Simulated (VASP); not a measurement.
# Co (P6_3/mmc) in VASP: further runs, part 2 of 2

VASP 6.6.1. The steps go on from the part before.

### Step 4. Single point, PBE, collinear spin, ferromagnetic start

This run uses another cell than the first one, of 10.04 Å³/atom.

Input file INCAR:

```
PREC = Accurate
ENCUT = 520
EDIFF = 1E-6
ISMEAR = 0
SIGMA = 0.15
LREAL = F
LASPH = T
NELM = 150
ALGO = Normal
ISIF = 2
LWAVE = F
LCHARG = F
ISPIN = 2
MAGMOM = 1.86 1.86
LORBIT = 11
LMAXMIX = 4
GGA = PE
NBANDS = 20
```

Input file KPOINTS:

```
Automatic mesh
0
Gamma
  21 21 12
```

Input file POSCAR:

```
Co
1.0
    2.3687000000      0.0000000000      0.0000000000
   -1.1843500000      2.0513543739      0.0000000000
    0.0000000000      0.0000000000      4.1331000000
Co
2
Direct
    0.3333333333      0.6666666667      0.2500000000
    0.6666666667      0.3333333333      0.7500000000
```

Potentials or basis: VASP PAW PBE potentials, release 64 (Co).

Command:

```
> cat potpaw_PBE.64/Co/POTCAR > POTCAR
> mpirun -np 1 vasp_std > vasp.out
```

OUTCAR:

```text
PREC = Accurate
   ENCUT = 520
   EDIFF = 1E-6
   ISMEAR = 0
   LREAL = F
   LASPH = T
   NELM = 150
   ISIF = 2
   ISPIN = 2
   LORBIT = 11
   GGA = PE

 ion  position               nearest neighbor table
   1  0.333  0.667  0.250-   2 2.48   2 2.48   2 2.48   2 2.48   2 2.48   2 2.48
   2  0.667  0.333  0.750-   1 2.48   1 2.48   1 2.48   1 2.48   1 2.48   1 2.48

  LATTYP: Found a hexagonal cell.
 ALAT       =     2.3687000000
 C/A-ratio  =     1.7448811584

  Lattice vectors:

 A1 = (   2.3687000000,   0.0000000000,   0.0000000000)
 A2 = (  -1.1843500000,   2.0513543739,   0.0000000000)
 A3 = (   0.0000000000,   0.0000000000,   4.1331000000)

Analysis of symmetry for initial positions (statically):
=====================================================================
 Subroutine PRICEL returns:
 Original cell was already a primitive cell.

 Routine SETGRP: Setting up the symmetry group for a
 hexagonal supercell.

 Subroutine GETGRP returns: Found 24 space group operations
 (whereof 12 operations were pure point group operations)
 out of a pool of 24 trial point group operations.

The static configuration has the point symmetry D_3d.
 The point group associated with its full space group is D_6h.

Analysis of symmetry for dynamics (positions and initial velocities):
=====================================================================
 Subroutine PRICEL returns:
 Original cell was already a primitive cell.

 Routine SETGRP: Setting up the symmetry group for a
 hexagonal supercell.

 Subroutine GETGRP returns: Found 24 space group operations
 (whereof 12 operations were pure point group operations)
 out of a pool of 24 trial point group operations.

The dynamic configuration has the point symmetry D_3d.
 The point group associated with its full space group is D_6h.

Analysis of structural, dynamic, and magnetic symmetry:
=====================================================================
 Subroutine PRICEL returns:
 Original cell was already a primitive cell.

 Routine SETGRP: Setting up the symmetry group for a
 hexagonal supercell.

 Subroutine GETGRP returns: Found 24 space group operations
 (whereof 12 operations were pure point group operations)
 out of a pool of 24 trial point group operations.

The overall configuration has the point symmetry D_3d.
 The point group associated with its full space group is D_6h.

 Subroutine INISYM returns: Found 24 space group operations
 (whereof 12 operations are pure point group operations),
 and found     1 'primitive' translations

----------------------------------------------------------------------------------------

                                     Primitive cell

  volume of cell :      20.0829

  direct lattice vectors                    reciprocal lattice vectors
     2.368700000  0.000000000  0.000000000     0.422172500  0.243741406  0.000000000
    -1.184350000  2.051354374  0.000000000     0.000000000  0.487482813  0.000000000
     0.000000000  0.000000000  4.133100000     0.000000000  0.000000000  0.241949142

  length of vectors
     2.368700000  2.368700000  4.133100000     0.487482813  0.487482813  0.241949142

  position of ions in fractional coordinates (direct lattice)
     0.333333333  0.666666667  0.250000000
     0.666666667  0.333333333  0.750000000
[... 70 lines left out ...]
   ICHARG =      2    charge: 1-file 2-atom 10-const
   ISPIN  =      2    spin polarized calculation?
   LNONCOLLINEAR =      F non collinear calculations
   LSORBIT =      F    spin-orbit coupling
   LASPH  =      T    aspherical Exc in radial PAW
   ENCUT  =  520.0 eV  38.22 Ry    6.18 a.u.   4.40  4.40  7.68*2*pi/ulx,y,z
   NELM   =    150;   NELMIN=  2; NELMDL= -5     # of ELM steps
   EDIFF  = 0.1E-05   stopping-criterion for ELM
   LREAL  =      F    real-space projection
   EDIFFG = 0.1E-04   stopping-criterion for IOM
   NSW    =      0    number of steps for IOM
   IBRION =     -1    ionic relax: 0-MD 1-quasi-New 2-CG
   NFREE  =      0    steps in history (QN), initial steepest desc. (CG)
   ISIF   =      2    stress and relaxation
   ISYM   =      2    0-nonsym 1-usesym 2-fastsym
   POTIM  = 0.5000    time-step for ionic-motion
   TEBEG  =    0.0;   TEEND  =   0.0 temperature during run
   PSTRESS=    0.0 pullay stress
   NELECT =      18.0000    total number of electrons
   NUPDOWN=      -1.0000    fix difference up-down
   EMIN   =  10.00;   EMAX   =-10.00  energy-range for DOS
   EFERMI =   0.00;   METHOD = LEGACY
   ISMEAR =     0;   SIGMA  =   0.15  broadening in eV -4-tet -1-fermi 0-gaus
   EFERMI_NEDOS =   21; number of points for ismear=-14 and -15
   IALGO  =     38    algorithm
   IMIX   =      4    mixing-type and parameters
     AMIX     =   0.40;   BMIX     =  1.00
     AMIX_MAG =   1.60;   BMIX_MAG =  1.00
  volume/ion in A,a.u.               =      10.04        67.76
  Fermi-wavevector in a.u.,A,eV,Ry     =   1.578423  2.982787 33.897823  2.491420
  Thomas-Fermi vector in A             =   2.678956
   LORBIT       =     11    0 simple, 1 ext, 2 COOP (PROOUT), +10 PAW based schemes
   GGA     = PE    functional components
   LHFCALC =     F    Hartree Fock is set to
   AEXX    =    0.0000 exact exchange contribution
   IVDW    =     0    specifies the selected vdW correction
   LEPSILON=     F    determine dielectric tensor
   LRPA    =     F    only Hartree local field effects (RPA)
 spin polarized calculation
 Gauss-broadening in eV      SIGMA  =   0.15
  energy-cutoff  :      520.00
  volume of cell :       20.08
 maximum number of plane-waves:       580
 NGX is ok and might be reduce to    18
   NGX =  9   NGY =  9   NGZ = 15

 number of electron      18.0000018 magnetization       3.1427896

 Free energy of the ion-electron system (eV)
  ---------------------------------------------------
  ext. energy  EPLUGINS =         0.00000000
  ---------------------------------------------------
  free energy    TOTEN  =       -13.90145863 eV

  energy without entropy =      -13.88115211  energy(sigma->0) =      -13.89130537

 E-fermi :  11.4435     XC(G=0): -13.8626

 val. band max:       11.4434060278   @ k =   0.2381   0.1905   0.1667
 cond. band min:      11.4451704556   @ k =   0.1905   0.0476   0.1667
 fundamental gap:      0.0017644279
 Fermi energy:        11.4435462255

 spin component 1

 k-point     1 :       0.0000    0.0000    0.0000
  band No.  band energies     occupation
      1       2.0250      1.00000
      2       5.8042      1.00000
      3       8.2639      1.00000
      4       8.7458      1.00000
      5       8.7458      1.00000
      6       9.0103      1.00000
[... 541 lines left out ...]
     19      38.3055      0.00000
     20      39.3082      0.00000

 [... further k-points ...]

 spin component 2

 k-point     1 :       0.0000    0.0000    0.0000
  band No.  band energies     occupation
      1       2.0503      1.00000
      2       6.6506      1.00000
      3       9.7593      1.00000
      4      10.3106      1.00000
      5      10.3106      1.00000
      6      10.4040      1.00000
[... 541 lines left out ...]
     19      38.5797      0.00000
     20      39.5007      0.00000

 [... further k-points ...]

------------------------ aborting loop because EDIFF is reached ----------------------------------------

  FORCE on cell =-STRESS in cart. coord.  units (eV):
  Direction    XX          YY          ZZ          XY          YZ          ZX
  --------------------------------------------------------------------------------------
  -------------------------------------------------------------------------------------
  Total        3.8612173      3.8612173      0.1935358     -0.0000000     -0.0000000      0.0000000
  in kB      308.0407409    308.0407409     15.4399297     -0.0000000     -0.0000000      0.0000000
  external PRESSURE =     210.5071372 kB  Pullay stress =       0.0000000 kB

 VOLUME and BASIS-vectors are now :
 -----------------------------------------------------------------------------
  energy-cutoff  :      520.00
  volume of cell :       20.08
      direct lattice vectors                 reciprocal lattice vectors
     2.368700000  0.000000000  0.000000000     0.422172500  0.243741406  0.000000000
    -1.184350000  2.051354374  0.000000000     0.000000000  0.487482813  0.000000000
     0.000000000  0.000000000  4.133100000     0.000000000  0.000000000  0.241949142

 POSITION                                       TOTAL-FORCE (eV/Angst)
 -----------------------------------------------------------------------------------
     -0.00000      1.36757      1.03327         0.000000     -0.000000      0.000000
      1.18435      0.68378      3.09983        -0.000000      0.000000      0.000000
 -----------------------------------------------------------------------------------
    total drift:                               -0.000000      0.000000     -0.000000

  FREE ENERGIE OF THE ION-ELECTRON SYSTEM (eV)
  ---------------------------------------------------
  free  energy   TOTEN  =       -13.9014586280 eV

  energy  without entropy=      -13.8811521081  energy(sigma->0) =      -13.89130537

 total charge

# of ion       s       p       d       tot
------------------------------------------
    1        0.526   0.595   7.323   8.443
    2        0.526   0.595   7.323   8.443
--------------------------------------------------
tot          1.052   1.189  14.645  16.886

 magnetization (x)

# of ion       s       p       d       tot
------------------------------------------
    1       -0.014  -0.052   1.641   1.575
    2       -0.014  -0.052   1.641   1.575
--------------------------------------------------
tot         -0.028  -0.105   3.282   3.150
```

OSZICAR:

```text
N       E                     dE             d eps       ncg     rms          rms(c)
DAV:   1     0.850003400175E+02    0.85000E+02   -0.79273E+03 28748   0.122E+03
DAV:   2    -0.112442505065E+02   -0.96245E+02   -0.86486E+02 27188   0.219E+02
DAV:   3    -0.158314887084E+02   -0.45872E+01   -0.43953E+01 30416   0.571E+01
DAV:   4    -0.159005672083E+02   -0.69078E-01   -0.69018E-01 33316   0.621E+00
DAV:   5    -0.159025569910E+02   -0.19898E-02   -0.19896E-02 31576   0.999E-01    0.161E+01
DAV:   6    -0.142140684300E+02    0.16885E+01   -0.63059E+00 30640   0.528E+01    0.650E+00
DAV:   7    -0.139416721696E+02    0.27240E+00   -0.86831E-01 32452   0.180E+01    0.411E+00
DAV:   8    -0.139163937785E+02    0.25278E-01   -0.15128E-02 35524   0.130E+00    0.205E+00
DAV:   9    -0.139011108815E+02    0.15283E-01   -0.24670E-03 45016   0.967E-01    0.519E-01
DAV:  10    -0.139014497116E+02   -0.33883E-03   -0.11018E-03 38448   0.477E-01    0.591E-02
DAV:  11    -0.139014611096E+02   -0.11398E-04   -0.54582E-05 33360   0.835E-02    0.285E-02
DAV:  12    -0.139014576919E+02    0.34177E-05   -0.41616E-06 34156   0.210E-02    0.146E-02
DAV:  13    -0.139014586280E+02   -0.93609E-06   -0.14635E-06 21352   0.175E-02
   1 F= -.13901459E+02 E0= -.13891305E+02  d E =-.203065E-01  mag=     3.1435
```

stdout:

```text
POSCAR found type information on POSCAR Co
 POSCAR found :  1 types and       2 ions
 scaLAPACK will be used
 LDA part: xc-table for (Slater+PW92), standard interpolation
 POSCAR, INCAR and KPOINTS ok, starting setup
 FFT: planning ... GRIDC
 FFT: planning ... GRID_SOFT
 FFT: planning ... GRID
 WAVECAR not read
 entering main loop
```

It took 87 s on 1 thread of Intel Xeon 6975P-C (Granite Rapids), shared host; peak memory 0.29 GiB.

What came out:

| Item | Value |
| --- | --- |
| Free energy | -13.9015 eV |
| Pressure | 21.1 GPa |
| Net moment | 3.14 μB per cell |
| Site moments | Co +1.57 μB |
| Valence electrons inside the program's atomic spheres | Co 8.44 |

Stress tensor (GPa, compression positive):
```
30.80  0.00  0.00
 0.00 30.80  0.00
 0.00  0.00  1.54
```

Caveat: the cell stands under pressure.

### Step 5. Single point, PBE, collinear spin, ferromagnetic start

This run uses another cell than the first one, of 10.06 Å³/atom.

Input file INCAR:

```
PREC = Accurate
ENCUT = 520
EDIFF = 1E-7
ISMEAR = 0
SIGMA = 0.15
LREAL = F
LASPH = T
NELM = 150
ALGO = Normal
ISIF = 2
LWAVE = F
LCHARG = T
ISPIN = 2
MAGMOM = 1.86 1.86
LORBIT = 11
LMAXMIX = 4
GGA = PE
LELF = T
LVHAR = T
NBANDS = 20
```

Input file KPOINTS:

```
regular mesh
0
Gamma
  21 21 12
```

Input file POSCAR:

```
Co
1.0
    2.4310000000      0.0000000000      0.0000000000
   -1.2155000000      2.1053077566      0.0000000000
    0.0000000000      0.0000000000      3.9315000000
Co
2
Direct
    0.3333333333      0.6666666667      0.2500000000
    0.6666666667      0.3333333333      0.7500000000
```

Command:

```
> cat potpaw_PBE.64/Co/POTCAR > POTCAR
> mpirun -np 1 vasp_std > vasp.out
```

Run time: 1.9 min. Hardware: 1 thread of Intel Xeon 6975P-C (Granite Rapids), shared host; peak memory 0.28 GiB.

Results (log left out):

```yaml
Free_energy: -13.9997 eV
Pressure: 18.3 GPa
Net_moment: 3.08 μB per cell
Site_moments: Co +1.55 μB
Valence_electrons_inside_the_program's_atomic_spheres: Co 8.43
```

Stress tensor (GPa, compression positive):
```
18.38  0.00  0.00
 0.00 18.38  0.00
 0.00  0.00 18.13
```

Levels at points of the mesh, in eV from the Fermi level:
Spin up:
```tsv
k point	band 7	band 8	band 9	band 10	band 11	band 12	band 13	band 14
(0.00, 0.00, 0.00)	-2.32	-1.93	-1.93	-0.69	-0.69	-0.10	7.08	22.63
(0.00, 0.00, 0.50)	-2.75	-2.75	-1.04	-1.04	-1.04	-1.04	15.93	15.93
```
Spin down:
```tsv
k point	band 3	band 4	band 5	band 6	band 7	band 8	band 9	band 10	band 11	band 12
(0.00, 0.00, 0.00)	-1.13	-1.11	-1.11	-0.70	-0.70	-0.23	-0.23	-0.14	1.12	1.12
(0.00, 0.00, 0.50)	-1.73	-1.73	-1.18	-1.18	-1.18	-1.18	0.75	0.75	0.75	0.75
```

Caveat: the cell stands under pressure.

### Step 6. Summary

| cell | gap on the mesh (eV) | pressure (GPa) | moment (μB) |
| --- | --- | --- | --- |
| a = 2.493, b = 2.493, c = 4.194 Å, angles 90.0, 90.0, 120.0°, 2 atoms | none | -7.7 | 3.28 |
| a = 2.443, b = 2.443, c = 3.871 Å, angles 90.0, 90.0, 120.0°, 2 atoms | none | 19.9 | 3.06 |
| a = 2.369, b = 2.369, c = 4.133 Å, angles 90.0, 90.0, 120.0°, 2 atoms | none | 21.1 | 3.14 |
| a = 2.431, b = 2.431, c = 3.932 Å, angles 90.0, 90.0, 120.0°, 2 atoms | none | 18.3 | 3.08 |

Alike in all rows: task single point; level PBE; potentials or basis VASP PAW PBE potentials, release 64 (Co); spin collinear, ferromagnetic start; k mesh 21 × 21 × 12; cutoff (eV) 520; smearing gaussian 0.15 eV.

Caveats: the cell stands under pressure (at least some runs); the cell stands under tension (at least some runs).

Total energies depend on the potentials used, so only differences within one code and one set of settings carry meaning.
